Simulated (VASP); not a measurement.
A run of VASP 6.6.1 is set up as follows.

File INCAR:

```
SYSTEM = Ti
PREC = Accurate
ENCUT = 520
EDIFF = 1E-6
ISMEAR = 0
SIGMA = 0.15
LREAL = .FALSE.
LASPH = .TRUE.
NELM = 60
ALGO = Fast
ISIF = 2
LWAVE = .FALSE.
LCHARG = .FALSE.
GGA = PS
NBANDS = 19
```

Contents of KPOINTS:

```
regular mesh
0
G
  24 24 14
  0 0 0
```

POSCAR

```
Ti
1.0
    3.1324700163      0.0000000000      0.0000000000
   -1.5662350081      2.7127986108      0.0000000000
    0.0000000000      0.0000000000      4.4073508289
Ti
2
Direct
    0.3333333333      0.6666666667      0.2500000000
    0.6666666667      0.3333333333      0.7500000000
```

Potentials or basis: VASP PAW PBE potentials, release 64 (Ti_sv).

Run with:

```console
$ cat potpaw_PBE.64/Ti_sv/POTCAR > POTCAR
$ mpirun -np 1 vasp_std > vasp.out
```

Estimate the pressure.

-10.6 GPa.

Predict the band gap on the k mesh.

zero (bands 12 and 13 overlap by 1.02 eV).

Stress tensor (GPa, compression positive):
```
-13.61   0.00   0.00
  0.00 -13.61   0.00
  0.00   0.00  -4.50
```

Caveat: the cell differs from its parent crystal (strain +0.080 along x and y, -0.040 along z); the stress differs along the axes, from -14 to -4 GPa; the PAW data sets were made with another functional, which shifts forces and pressure a little.
